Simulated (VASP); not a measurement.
# ZnSe (F-43m) in VASP: notebook, part 2 of 2

VASP 6.6.1.

## Step 3: Single point, LDA (22.00 Å³/atom)

This run uses another cell than the first one, of 22.00 Å³/atom.

File INCAR:

```
SYSTEM = ZnSe
PREC = Accurate
ENCUT = 520
EDIFF = 1E-6
ISMEAR = 0
SIGMA = 0.01
LREAL = .FALSE.
LASPH = .TRUE.
NELM = 80
ALGO = Normal
ISIF = 2
LWAVE = .FALSE.
LCHARG = .TRUE.
GGA = CA
LELF = .TRUE.
LVHAR = .TRUE.
NBANDS = 16
```

File KPOINTS:

```
Automatic mesh
0
G
  8 8 8
  0 0 0
```

File POSCAR:

```
ZnSe
1.0
    0.0000000000      2.8022040921      2.8022040921
    2.8022040921      0.0000000000      2.8022040921
    2.8022040921      2.8022040921      0.0000000000
Zn Se
1 1
Direct
    0.0000000000      0.0000000000      0.0000000000
    0.7500000000      0.7500000000      0.7500000000
```

Potentials or basis: VASP PAW LDA potentials, release 64 (Zn, Se).

Run with:

```console
> cat potpaw_LDA.64/Zn/POTCAR potpaw_LDA.64/Se/POTCAR > POTCAR
> mpirun -np 1 vasp_std > vasp.out
```

OUTCAR:

```text
SYSTEM = ZnSe
   PREC = Accurate
   ENCUT = 520
   EDIFF = 1E-6
   ISMEAR = 0
   LREAL = .FALSE.
   LASPH = .TRUE.
   NELM = 80
   ISIF = 2
   GGA = CA

 ion  position               nearest neighbor table
   1  0.000  0.000  0.000-   2 2.43   2 2.43   2 2.43   2 2.43
   2  0.750  0.750  0.750-   1 2.43   1 2.43   1 2.43   1 2.43

  LATTYP: Found a face centered cubic cell.
 ALAT       =     5.6044081842

  Lattice vectors:

 A1 = (   0.0000000000,   2.8022040921,   2.8022040921)
 A2 = (   2.8022040921,   0.0000000000,   2.8022040921)
 A3 = (   2.8022040921,   2.8022040921,   0.0000000000)

Analysis of symmetry for initial positions (statically):
=====================================================================
 Subroutine PRICEL returns:
 Original cell was already a primitive cell.

 Routine SETGRP: Setting up the symmetry group for a
 face centered cubic supercell.

 Subroutine GETGRP returns: Found 24 space group operations
 (whereof 24 operations were pure point group operations)
 out of a pool of 48 trial point group operations.

The static configuration has the point symmetry T_d .

Analysis of symmetry for dynamics (positions and initial velocities):
=====================================================================
 Subroutine PRICEL returns:
 Original cell was already a primitive cell.

 Routine SETGRP: Setting up the symmetry group for a
 face centered cubic supercell.

 Subroutine GETGRP returns: Found 24 space group operations
 (whereof 24 operations were pure point group operations)
 out of a pool of 48 trial point group operations.

The dynamic configuration has the point symmetry T_d .

 Subroutine INISYM returns: Found 24 space group operations
 (whereof 24 operations are pure point group operations),
 and found     1 'primitive' translations

----------------------------------------------------------------------------------------

                                     Primitive cell

  volume of cell :      44.0078

  direct lattice vectors                    reciprocal lattice vectors
     0.000000000  2.802204092  2.802204092    -0.178430972  0.178430972  0.178430972
     2.802204092  0.000000000  2.802204092     0.178430972 -0.178430972  0.178430972
     2.802204092  2.802204092  0.000000000     0.178430972  0.178430972 -0.178430972

  length of vectors
     3.962915032  3.962915032  3.962915032     0.309051509  0.309051509  0.309051509

  position of ions in fractional coordinates (direct lattice)
     0.000000000  0.000000000  0.000000000
     0.750000000  0.750000000  0.750000000

  ion indices of the primitive-cell ions
   primitive index   ion index
                 1           1
                 2           2

----------------------------------------------------------------------------------------

 KPOINTS: Automatic mesh

Automatic generation of k-mesh.
 Grid dimensions read from file:
 generate k-points for:    8    8    8

 Generating k-lattice:

  Cartesian coordinates                     Fractional coordinates (reciprocal lattice)
    -0.022303872  0.022303872  0.022303872     0.125000000  0.000000000  0.000000000
     0.022303872 -0.022303872  0.022303872     0.000000000  0.125000000  0.000000000
     0.022303872  0.022303872 -0.022303872     0.000000000  0.000000000  0.125000000

  Length of vectors
     0.038631439  0.038631439  0.038631439

  Shift w.r.t. Gamma in fractional coordinates (k-lattice)
     0.000000000  0.000000000  0.000000000

 Subroutine IBZKPT returns following result:
 ===========================================

 Found     29 irreducible k-points:

 Following reciprocal coordinates:
            Coordinates               Weight
  0.000000  0.000000  0.000000      1.000000
  0.125000  0.000000  0.000000      8.000000
  0.250000  0.000000  0.000000      8.000000
  0.375000  0.000000  0.000000      8.000000
  0.500000  0.000000  0.000000      4.000000
  0.125000  0.125000  0.000000      6.000000
[... 16 lines left out ...]
  0.500000  0.250000  0.125000     48.000000
 -0.375000  0.250000  0.125000     24.000000
 [... further k-points ...]
   k-points           NKPTS =     29   k-points in BZ     NKDIM =     29   number of bands    NBANDS=     16
   number of dos      NEDOS =    301   number of ions     NIONS =      2
   total plane-waves  NPLWV =  27000
   dimension x,y,z NGX =    30 NGY =   30 NGZ =   30
   dimension x,y,z NGXF=    60 NGYF=   60 NGZF=   60
   ions per type =               1   1
   NGX,Y,Z   is equivalent  to a cutoff of  12.59, 12.59, 12.59 a.u.
   NGXF,Y,Z  is equivalent  to a cutoff of  25.17, 25.17, 25.17 a.u.
 SYSTEM =  ZnSe
   PREC   = accura    normal or accurate (medium, high low for compatibility)
   ISTART =      0    job   : 0-new  1-cont  2-samecut
   ICHARG =      2    charge: 1-file 2-atom 10-const
   ISPIN  =      1    spin polarized calculation?
   LNONCOLLINEAR =      F non collinear calculations
   LSORBIT =      F    spin-orbit coupling
   LASPH  =      T    aspherical Exc in radial PAW
   ENCUT  =  520.0 eV  38.22 Ry    6.18 a.u.   7.37  7.37  7.37*2*pi/ulx,y,z
   NELM   =     80;   NELMIN=  2; NELMDL= -5     # of ELM steps
   EDIFF  = 0.1E-05   stopping-criterion for ELM
   LREAL  =      F    real-space projection
   EDIFFG = 0.1E-04   stopping-criterion for IOM
   NSW    =      0    number of steps for IOM
   IBRION =     -1    ionic relax: 0-MD 1-quasi-New 2-CG
   NFREE  =      0    steps in history (QN), initial steepest desc. (CG)
   ISIF   =      2    stress and relaxation
   ISYM   =      2    0-nonsym 1-usesym 2-fastsym
   POTIM  = 0.5000    time-step for ionic-motion
   TEBEG  =    0.0;   TEEND  =   0.0 temperature during run
   PSTRESS=    0.0 pullay stress
   NELECT =      18.0000    total number of electrons
   NUPDOWN=      -1.0000    fix difference up-down
   EMIN   =  10.00;   EMAX   =-10.00  energy-range for DOS
   EFERMI =   0.00;   METHOD = LEGACY
   ISMEAR =     0;   SIGMA  =   0.01  broadening in eV -4-tet -1-fermi 0-gaus
   EFERMI_NEDOS =   21; number of points for ismear=-14 and -15
   IALGO  =     38    algorithm
   IMIX   =      4    mixing-type and parameters
     AMIX     =   0.40;   BMIX     =  1.00
     AMIX_MAG =   1.60;   BMIX_MAG =  1.00
  volume/ion in A,a.u.               =      22.00       148.49
  Fermi-wavevector in a.u.,A,eV,Ry     =   1.215223  2.296438 20.092627  1.476766
  Thomas-Fermi vector in A             =   2.350617
   LORBIT       =      0    0 simple, 1 ext, 2 COOP (PROOUT), +10 PAW based schemes
   GGA     = CA    functional components
   LHFCALC =     F    Hartree Fock is set to
   AEXX    =    0.0000 exact exchange contribution
   IVDW    =     0    specifies the selected vdW correction
   LEPSILON=     F    determine dielectric tensor
   LRPA    =     F    only Hartree local field effects (RPA)
 non-spin polarized calculation
 Gauss-broadening in eV      SIGMA  =   0.01
  energy-cutoff  :      520.00
  volume of cell :       44.01
 maximum number of plane-waves:      1243
 NGX is ok and might be reduce to    30
   NGX = 15   NGY = 15   NGZ = 15

 number of electron      17.9999991 magnetization

 Free energy of the ion-electron system (eV)
  ---------------------------------------------------
  ext. energy  EPLUGINS =         0.00000000
  ---------------------------------------------------
  free energy    TOTEN  =        -7.36995905 eV

  energy without entropy =       -7.36995905  energy(sigma->0) =       -7.36995905

 E-fermi :   1.9243     XC(G=0):  -9.8489

 val. band max:        1.8087019336   @ k =   0.0000   0.0000   0.0000
 cond. band min:       3.0153059041   @ k =   0.0000   0.0000   0.0000
 fundamental gap:      1.2066039706
 Fermi energy:         1.9243141499

 k-point     1 :       0.0000    0.0000    0.0000
  band No.  band energies     occupation
      1     -11.7021      2.00000
      2      -4.9960      2.00000
      3      -4.9960      2.00000
      4      -4.9960      2.00000
      5      -4.6062      2.00000
      6      -4.6062      2.00000
[... 8 lines left out ...]
     15      13.3565      0.00000
     16      13.3565      0.00000
[... 419 lines left out ...]
 k-point    24 :      -0.3750    0.2500    0.1250
  band No.  band energies     occupation
      1     -10.7064      2.00000
      2      -4.8898      2.00000
      3      -4.8480      2.00000
      4      -4.6433      2.00000
      5      -4.5990      2.00000
      6      -4.3771      2.00000
[... 8 lines left out ...]
     15      14.5359      0.00000
     16      15.3896      0.00000

 [... further k-points ...]

------------------------ aborting loop because EDIFF is reached ----------------------------------------

  FORCE on cell =-STRESS in cart. coord.  units (eV):
  Direction    XX          YY          ZZ          XY          YZ          ZX
  --------------------------------------------------------------------------------------
  -------------------------------------------------------------------------------------
  Total       -0.2786061     -0.2786061     -0.2786061      0.0000000      0.0000000     -0.0000000
  in kB      -10.1431268    -10.1431268    -10.1431268      0.0000000      0.0000000     -0.0000000
  external PRESSURE =     -10.1431268 kB  Pullay stress =       0.0000000 kB

 VOLUME and BASIS-vectors are now :
 -----------------------------------------------------------------------------
  energy-cutoff  :      520.00
  volume of cell :       44.01
      direct lattice vectors                 reciprocal lattice vectors
     0.000000000  2.802204092  2.802204092    -0.178430972  0.178430972  0.178430972
     2.802204092  0.000000000  2.802204092     0.178430972 -0.178430972  0.178430972
     2.802204092  2.802204092  0.000000000     0.178430972  0.178430972 -0.178430972

 POSITION                                       TOTAL-FORCE (eV/Angst)
 -----------------------------------------------------------------------------------
      0.00000      0.00000      0.00000        -0.000000     -0.000000     -0.000000
      4.20331      4.20331      4.20331         0.000000      0.000000      0.000000
 -----------------------------------------------------------------------------------
    total drift:                                0.000000      0.000000     -0.000000

  FREE ENERGIE OF THE ION-ELECTRON SYSTEM (eV)
  ---------------------------------------------------
  free  energy   TOTEN  =        -7.3699590510 eV

  energy  without entropy=       -7.3699590510  energy(sigma->0) =       -7.36995905
```

stdout:

```text
POSCAR found type information on POSCAR ZnSe
 POSCAR found :  2 types and       2 ions
 scaLAPACK will be used
 LDA part: xc-table for (Slater(with rela. corr.)+CA(PZ))
 , standard interpolation
 POSCAR, INCAR and KPOINTS ok, starting setup
 FFT: planning ... GRIDC
 FFT: planning ... GRID_SOFT
 FFT: planning ... GRID
 WAVECAR not read
 entering main loop
```

It took 15 s on 1 thread of AMD EPYC 9R45 (Zen 5), shared host; peak memory 0.13 GiB.

What came out:

- Free energy: -7.3700 eV
- Pressure: -1.0 GPa
- Band gap on the k mesh: 1.21 eV
